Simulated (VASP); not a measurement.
# Al3Cu in VASP: a series of runs

The runs below take Al3Cu through single point, with LDA.

Program: VASP 6.6.1. These are calculated values, not measurements. Logs are shortened: lines on timing, memory, paths and dates and some standing lists are left out, and cuts for length are marked.

### 1 The cell of the first run

It takes space group P4/mmm (No. 123, tetragonal). The conventional cell has a = 3.945 Å, b = 3.945 Å, c = 3.675 Å, α = 90.00°, β = 90.00°, γ = 90.00°. Within 3.6 Å of Al (site symmetry mmm) lie 8 Al at 2.70 to 2.79 Å and 4 Cu at 2.70 Å. Al (site symmetry 4/mmm) has 8 Al at 2.70 Å and 4 Cu at 2.79 Å within 3.6 Å. Within 3.6 Å of Cu (site symmetry 4/mmm) lie 12 Al at 2.70 to 2.79 Å.

### 2 Single point, LDA

The input, INCAR:

```
  PREC = Accurate
  ENCUT = 520
  EDIFF = 1E-6
  ISMEAR = 0
  SIGMA = 0.15
  LREAL = F
  LASPH = T
  NELM = 60
  ALGO = Normal
  ISIF = 2
  LWAVE = F
  LCHARG = F
  GGA = CA
  NBANDS = 18
```

The input, KPOINTS:

```
Automatic mesh
0
Gamma
  10 10 10
```

The input, POSCAR:

```
Al3Cu
1.0
    3.9448912747      0.0000000000      0.0000000000
    0.0000000000      3.9448912747      0.0000000000
    0.0000000000      0.0000000000      3.6748569426
Al Cu
3 1
Direct
    0.0000000000      0.5000000000      0.5000000000
    0.5000000000      0.0000000000      0.5000000000
    0.5000000000      0.5000000000      0.0000000000
    0.0000000000      0.0000000000      0.0000000000
```

Potentials or basis: VASP PAW LDA potentials, release 64 (Al, Cu).

The run is started by

```
> cat potpaw_LDA.64/Al/POTCAR potpaw_LDA.64/Cu/POTCAR > POTCAR
> mpirun -np 1 vasp_std > vasp.out
```

OUTCAR:

```text
PREC = Accurate
   ENCUT = 520
   EDIFF = 1E-6
   ISMEAR = 0
   LREAL = F
   LASPH = T
   NELM = 60
   ISIF = 2
   GGA = CA

 ion  position               nearest neighbor table
   1  0.000  0.500  0.500-   3 2.70   4 2.70   3 2.70   4 2.70   4 2.70   4 2.70   3 2.70   3 2.70
                             2 2.79   2 2.79   2 2.79   2 2.79
   2  0.500  0.000  0.500-   3 2.70   4 2.70   3 2.70   4 2.70   3 2.70   3 2.70   4 2.70   4 2.70
                             1 2.79   1 2.79   1 2.79   1 2.79
   3  0.500  0.500  0.000-   1 2.70   2 2.70   1 2.70   2 2.70   2 2.70   2 2.70   1 2.70   1 2.70
                             4 2.79   4 2.79   4 2.79   4 2.79
   4  0.000  0.000  0.000-   1 2.70   2 2.70   1 2.70   2 2.70   1 2.70   1 2.70   2 2.70   2 2.70
                             3 2.79   3 2.79   3 2.79   3 2.79

  LATTYP: Found a simple tetragonal cell.
 ALAT       =     3.9448912747
 C/A-ratio  =     0.9315483461

  Lattice vectors:

 A1 = (   3.9448912747,   0.0000000000,   0.0000000000)
 A2 = (   0.0000000000,   3.9448912747,   0.0000000000)
 A3 = (   0.0000000000,   0.0000000000,   3.6748569426)

Analysis of symmetry for initial positions (statically):
=====================================================================
 Subroutine PRICEL returns:
 Original cell was already a primitive cell.

 Routine SETGRP: Setting up the symmetry group for a
 simple tetragonal supercell.

 Subroutine GETGRP returns: Found 16 space group operations
 (whereof 16 operations were pure point group operations)
 out of a pool of 16 trial point group operations.

The static configuration has the point symmetry D_4h.

Analysis of symmetry for dynamics (positions and initial velocities):
=====================================================================
 Subroutine PRICEL returns:
 Original cell was already a primitive cell.

 Routine SETGRP: Setting up the symmetry group for a
 simple tetragonal supercell.

 Subroutine GETGRP returns: Found 16 space group operations
 (whereof 16 operations were pure point group operations)
 out of a pool of 16 trial point group operations.

The dynamic configuration has the point symmetry D_4h.

 Subroutine INISYM returns: Found 16 space group operations
 (whereof 16 operations are pure point group operations),
 and found     1 'primitive' translations

----------------------------------------------------------------------------------------

                                     Primitive cell

  volume of cell :      57.1887

  direct lattice vectors                    reciprocal lattice vectors
     3.944891275  0.000000000  0.000000000     0.253492411  0.000000000  0.000000000
     0.000000000  3.944891275  0.000000000     0.000000000  0.253492411  0.000000000
     0.000000000  0.000000000  3.674856943     0.000000000  0.000000000  0.272119436

  length of vectors
     3.944891275  3.944891275  3.674856943     0.253492411  0.253492411  0.272119436

  position of ions in fractional coordinates (direct lattice)
     0.000000000  0.500000000  0.500000000
     0.500000000  0.000000000  0.500000000
     0.500000000  0.500000000  0.000000000
     0.000000000  0.000000000  0.000000000

  ion indices of the primitive-cell ions
   primitive index   ion index
                 1           1
                 2           2
                 3           3
                 4           4

----------------------------------------------------------------------------------------

 KPOINTS: Automatic mesh

Automatic generation of k-mesh.
 Grid dimensions read from file:
 generate k-points for:   10   10   10

 Generating k-lattice:

  Cartesian coordinates                     Fractional coordinates (reciprocal lattice)
     0.025349241  0.000000000  0.000000000     0.100000000  0.000000000  0.000000000
     0.000000000  0.025349241  0.000000000     0.000000000  0.100000000  0.000000000
     0.000000000  0.000000000  0.027211944     0.000000000  0.000000000  0.100000000

  Length of vectors
     0.025349241  0.025349241  0.027211944

  Shift w.r.t. Gamma in fractional coordinates (k-lattice)
     0.000000000  0.000000000  0.000000000

 Subroutine IBZKPT returns following result:
 ===========================================

 Found    126 irreducible k-points:

 Following reciprocal coordinates:
            Coordinates               Weight
  0.000000  0.000000  0.000000      1.000000
  0.100000  0.000000  0.000000      4.000000
  0.200000  0.000000  0.000000      4.000000
  0.300000  0.000000  0.000000      4.000000
  0.400000  0.000000  0.000000      4.000000
  0.500000  0.000000  0.000000      2.000000
[... 16 lines left out ...]
  0.100000  0.000000  0.100000      8.000000
  0.200000  0.000000  0.100000      8.000000
 [... further k-points ...]
   k-points           NKPTS =    126   k-points in BZ     NKDIM =    126   number of bands    NBANDS=     18
   number of dos      NEDOS =    301   number of ions     NIONS =      4
   total plane-waves  NPLWV =  25200
   dimension x,y,z NGX =    30 NGY =   30 NGZ =   28
   dimension x,y,z NGXF=    60 NGYF=   60 NGZF=   56
   ions per type =               3   1
   NGX,Y,Z   is equivalent  to a cutoff of  12.64, 12.64, 12.67 a.u.
   NGXF,Y,Z  is equivalent  to a cutoff of  25.29, 25.29, 25.33 a.u.
 SYSTEM =  unknown system
   PREC   = accura    normal or accurate (medium, high low for compatibility)
   ISTART =      0    job   : 0-new  1-cont  2-samecut
   ICHARG =      2    charge: 1-file 2-atom 10-const
   ISPIN  =      1    spin polarized calculation?
   LNONCOLLINEAR =      F non collinear calculations
   LSORBIT =      F    spin-orbit coupling
   LASPH  =      T    aspherical Exc in radial PAW
   ENCUT  =  520.0 eV  38.22 Ry    6.18 a.u.   7.33  7.33  6.83*2*pi/ulx,y,z
   NELM   =     60;   NELMIN=  2; NELMDL= -5     # of ELM steps
   EDIFF  = 0.1E-05   stopping-criterion for ELM
   LREAL  =      F    real-space projection
   EDIFFG = 0.1E-04   stopping-criterion for IOM
   NSW    =      0    number of steps for IOM
   IBRION =     -1    ionic relax: 0-MD 1-quasi-New 2-CG
   NFREE  =      0    steps in history (QN), initial steepest desc. (CG)
   ISIF   =      2    stress and relaxation
   ISYM   =      2    0-nonsym 1-usesym 2-fastsym
   POTIM  = 0.5000    time-step for ionic-motion
   TEBEG  =    0.0;   TEEND  =   0.0 temperature during run
   PSTRESS=    0.0 pullay stress
   NELECT =      20.0000    total number of electrons
   NUPDOWN=      -1.0000    fix difference up-down
   EMIN   =  10.00;   EMAX   =-10.00  energy-range for DOS
   EFERMI =   0.00;   METHOD = LEGACY
   ISMEAR =     0;   SIGMA  =   0.15  broadening in eV -4-tet -1-fermi 0-gaus
   EFERMI_NEDOS =   21; number of points for ismear=-14 and -15
   IALGO  =     38    algorithm
   IMIX   =      4    mixing-type and parameters
     AMIX     =   0.40;   BMIX     =  1.00
     AMIX_MAG =   1.60;   BMIX_MAG =  1.00
  volume/ion in A,a.u.               =      14.30        96.48
  Fermi-wavevector in a.u.,A,eV,Ry     =   1.153404  2.179617 18.100375  1.330340
  Thomas-Fermi vector in A             =   2.290048
   LORBIT       =      0    0 simple, 1 ext, 2 COOP (PROOUT), +10 PAW based schemes
   GGA     = CA    functional components
   LHFCALC =     F    Hartree Fock is set to
   AEXX    =    0.0000 exact exchange contribution
   IVDW    =     0    specifies the selected vdW correction
   LEPSILON=     F    determine dielectric tensor
   LRPA    =     F    only Hartree local field effects (RPA)
 non-spin polarized calculation
 Gauss-broadening in eV      SIGMA  =   0.15
  energy-cutoff  :      520.00
  volume of cell :       57.19
 maximum number of plane-waves:      1566
 NGX is ok and might be reduce to    30
   NGX = 15   NGY = 15   NGZ = 13

 number of electron      20.0000031 magnetization

 Free energy of the ion-electron system (eV)
  ---------------------------------------------------
  ext. energy  EPLUGINS =         0.00000000
  ---------------------------------------------------
  free energy    TOTEN  =       -17.34065964 eV

  energy without entropy =      -17.32205647  energy(sigma->0) =      -17.33135806

 E-fermi :   8.6241     XC(G=0): -11.1716

 val. band max:        8.6140619332   @ k =   0.1000   0.0000   0.2000
 cond. band min:       8.6278303971   @ k =   0.3000   0.2000   0.2000
 fundamental gap:      0.0137684639
 Fermi energy:         8.6241367483

 k-point     1 :       0.0000    0.0000    0.0000
  band No.  band energies     occupation
      1      -2.8475      2.00000
      2       3.9894      2.00000
      3       4.1719      2.00000
      4       4.8340      2.00000
      5       4.8410      2.00000
      6       4.8410      2.00000
[... 10 lines left out ...]
     17      16.0523      0.00000
     18      16.0523      0.00000

 k-point     2 :       0.1000    0.0000    0.0000
  band No.  band energies     occupation
      1      -2.7521      2.00000
      2       3.7743      2.00000
      3       4.1548      2.00000
      4       4.7584      2.00000
      5       4.8049      2.00000
      6       4.8437      2.00000
[... 10 lines left out ...]
     17      16.1289      0.00000
     18      16.1722      0.00000

 k-point     3 :       0.2000    0.0000    0.0000
  band No.  band energies     occupation
      1      -2.4673      2.00000
      2       2.8646      2.00000
      3       4.1927      2.00000
      4       4.6182      2.00000
      5       4.7208      2.00000
      6       4.8507      2.00000
[... 10 lines left out ...]
     17      16.2626      0.00000
     18      16.4102      0.00000

 k-point     4 :       0.3000    0.0000    0.0000
  band No.  band energies     occupation
      1      -1.9970      2.00000
      2       1.6773      2.00000
      3       4.2568      2.00000
      4       4.4971      2.00000
      5       4.6321      2.00000
      6       4.8594      2.00000
[... 10 lines left out ...]
     17      16.4931      0.00000
     18      16.8734      0.00000

 k-point     5 :       0.4000    0.0000    0.0000
  band No.  band energies     occupation
      1      -1.3540      2.00000
      2       0.5558      2.00000
      3       4.3101      2.00000
      4       4.4204      2.00000
      5       4.5691      2.00000
      6       4.8664      2.00000
[... 10 lines left out ...]
     17      16.7279      0.00000
     18      17.4952      0.00000

 k-point     6 :       0.5000    0.0000    0.0000
  band No.  band energies     occupation
      1      -0.7391      2.00000
      2      -0.2234      2.00000
      3       4.3306      2.00000
      4       4.3944      2.00000
      5       4.5466      2.00000
      6       4.8691      2.00000
[... 10 lines left out ...]
     17      17.3316      0.00000
     18      18.0365      0.00000

 k-point     7 :       0.1000    0.1000    0.0000
  band No.  band energies     occupation
      1      -2.6570      2.00000
      2       3.7259      2.00000
      3       4.0043      2.00000
      4       4.6381      2.00000
      5       4.7943      2.00000
      6       4.8241      2.00000
[... 10 lines left out ...]
     17      16.0276      0.00000
     18      16.2646      0.00000

 k-point     8 :       0.2000    0.1000    0.0000
  band No.  band energies     occupation
      1      -2.3727      2.00000
      2       2.9335      2.00000
      3       3.9814      2.00000
      4       4.5254      2.00000
      5       4.7231      2.00000
      6       4.8250      2.00000
[... 10 lines left out ...]
     17      15.2550      0.00000
     18      16.2898      0.00000
[... 229 lines left out ...]
     17      16.1103      0.00000
     18      16.2940      0.00000

 k-point    20 :       0.5000    0.4000    0.0000
  band No.  band energies     occupation
      1       0.5902      2.00000
      2       1.2528      2.00000
      3       2.3925      2.00000
      4       3.0432      2.00000
      5       4.6464      2.00000
      6       4.6755      2.00000
[... 10 lines left out ...]
     17      15.7304      0.00000
     18      16.7164      0.00000

 k-point    21 :       0.5000    0.5000    0.0000
  band No.  band energies     occupation
      1       1.0346      2.00000
      2       1.8355      2.00000
      3       1.8355      2.00000
      4       2.3609      2.00000
      5       4.6571      2.00000
      6       4.6571      2.00000
[... 10 lines left out ...]
     17      15.4270      0.00000
     18      18.0503      0.00000

 k-point    22 :       0.0000    0.0000    0.1000
  band No.  band energies     occupation
      1      -2.7374      2.00000
      2       4.0188      2.00000
      3       4.0895      2.00000
      4       4.7533      2.00000
      5       4.7533      2.00000
      6       4.8390      2.00000
[... 10 lines left out ...]
     17      15.0305      0.00000
     18      15.2778      0.00000

 k-point    23 :       0.1000    0.0000    0.1000
  band No.  band energies     occupation
      1      -2.6423      2.00000
      2       3.8144      2.00000
      3       4.0996      2.00000
      4       4.6793      2.00000
      5       4.7231      2.00000
      6       4.8130      2.00000
[... 10 lines left out ...]
     17      15.4162      0.00000
     18      16.7111      0.00000

 k-point    24 :       0.2000    0.0000    0.1000
  band No.  band energies     occupation
      1      -2.3580      2.00000
      2       2.9443      2.00000
      3       4.1544      2.00000
      4       4.5912      2.00000
      5       4.6188      2.00000
      6       4.8066      2.00000
[... 10 lines left out ...]
     17      15.7314      0.00000
     18      16.2701      0.00000

 [... further k-points ...]
[... 5 lines left out ...]
  --------------------------------------------------------------------------------------
  -------------------------------------------------------------------------------------
  Total       -0.6178444     -0.6178444      1.9532103      0.0000000      0.0000000      0.0000000
  in kB      -17.3092860    -17.3092860     54.7203759      0.0000000      0.0000000      0.0000000
  external PRESSURE =       6.7006013 kB  Pullay stress =       0.0000000 kB

 VOLUME and BASIS-vectors are now :
 -----------------------------------------------------------------------------
  energy-cutoff  :      520.00
  volume of cell :       57.19
      direct lattice vectors                 reciprocal lattice vectors
     3.944891275  0.000000000  0.000000000     0.253492411  0.000000000  0.000000000
     0.000000000  3.944891275  0.000000000     0.000000000  0.253492411  0.000000000
     0.000000000  0.000000000  3.674856943     0.000000000  0.000000000  0.272119436

 POSITION                                       TOTAL-FORCE (eV/Angst)
 -----------------------------------------------------------------------------------
      0.00000      1.97245      1.83743         0.000000      0.000000      0.000000
      1.97245      0.00000      1.83743         0.000000      0.000000      0.000000
      1.97245      1.97245      0.00000         0.000000      0.000000      0.000000
      0.00000      0.00000      0.00000         0.000000      0.000000      0.000000
 -----------------------------------------------------------------------------------
    total drift:                                0.000000     -0.000000     -0.000000

  FREE ENERGIE OF THE ION-ELECTRON SYSTEM (eV)
  ---------------------------------------------------
  free  energy   TOTEN  =       -17.3406596405 eV

  energy  without entropy=      -17.3220564721  energy(sigma->0) =      -17.33135806
```

It took 52 s on 1 thread of Intel Xeon 6975P-C (Granite Rapids), shared host; peak memory 0.23 GiB.

What came out:

```yaml
Free_energy: -17.3407 eV
Pressure: 0.7 GPa
Band_gap_on_the_k_mesh: zero (band 10 reaches 10.55 eV, above the bottom of band 11 at 6.58 eV)
```

Caveat: the cell differs from its parent crystal (strain +e along x and -e along y +0.0000, strain +e along z and -e/2 along x and y -0.0467).

### 3 Single point, LDA

The input, INCAR:

```
ALGO = Fast ; EDIFF = 1E-6
ENCUT = 520 ; ISIF = 2
ISMEAR = 0 ; LASPH = T
LCHARG = T ; LELF = T
LREAL = F ; LVHAR = T
LWAVE = F ; NBANDS = 18
NELM = 80 ; PREC = Accurate
SIGMA = 0.15
```

The input, KPOINTS:

```
k-points
0
Gamma
  10 10 10
```

The input, POSCAR:

```
Al3Cu
1.0
    3.5657638434      0.0000000000      0.0000000000
    0.0000000000      4.4138374062      0.0000000000
    0.0000000000      0.0000000000      3.5850382426
Al Cu
3 1
Direct
    0.0000000000      0.5000000000      0.5000000000
    0.5000000000      0.0000000000      0.5000000000
    0.5000000000      0.5000000000      0.0000000000
    0.0000000000      0.0000000000      0.0000000000
```

Potentials or basis: VASP PAW LDA potentials, release 64 (Al, Cu).

The run is started by

```
> cat potpaw_LDA.64/Al/POTCAR potpaw_LDA.64/Cu/POTCAR > POTCAR
> mpirun -np 1 vasp_std > vasp.out
```

It took 1.9 min on 1 thread of Intel Xeon 6975P-C (Granite Rapids), shared host; peak memory 0.3 GiB.

Results (log left out):

```
Free energy            : -16.8455 eV
Pressure               : 5.7 GPa
Band gap on the k mesh : zero (band 10 reaches 11.13 eV, above the bottom of band 11 at 6.64 eV)
```

Stress tensor (GPa, compression positive):
```
13.12  0.00  0.00
 0.00 -9.17  0.00
 0.00  0.00 13.21
```

Levels at points of the mesh, in eV from the Fermi level:
| k point | band 6 | band 7 | band 8 | band 9 | band 10 | band 11 | band 12 | band 13 | band 14 | band 15 |
| --- | --- | --- | --- | --- | --- | --- | --- | --- | --- | --- |
| (0.00, 0.00, 0.00) | -3.77 | -3.76 | -2.07 | -1.24 | -1.13 | 1.09 | 2.21 | 5.52 | 5.63 | 6.61 |
| (0.50, 0.00, 0.00) | -3.71 | -3.49 | -1.22 | -1.09 | -0.60 | 0.36 | 1.67 | 1.80 | 3.57 | 4.91 |
| (0.00, 0.50, 0.00) | -3.89 | -3.84 | 0.63 | 0.73 | 1.06 | 1.17 | 1.35 | 3.39 | 3.71 | 4.62 |
| (0.50, 0.50, 0.00) | -3.81 | -3.76 | -3.43 | -3.28 | 2.33 | 3.36 | 4.46 | 4.52 | 4.83 | 5.33 |
| (0.00, 0.00, 0.50) | -3.71 | -3.50 | -1.25 | -1.12 | -0.63 | 0.34 | 1.75 | 1.87 | 3.66 | 5.01 |
| (0.50, 0.00, 0.50) | -4.16 | -3.52 | -3.42 | -3.30 | 0.39 | 1.86 | 1.87 | 2.11 | 2.26 | 2.29 |
| (0.00, 0.50, 0.50) | -3.81 | -3.77 | -3.45 | -3.28 | 2.41 | 3.44 | 4.55 | 4.57 | 4.91 | 5.41 |
| (0.50, 0.50, 0.50) | -3.85 | -3.84 | -3.70 | -3.52 | -2.29 | -2.09 | -2.08 | -1.51 | 9.12 | 9.73 |

Caveat: the cell differs from its parent crystal (strain +e along x and -e along y -0.1100, strain +e along z and -e/2 along x and y -0.0700).
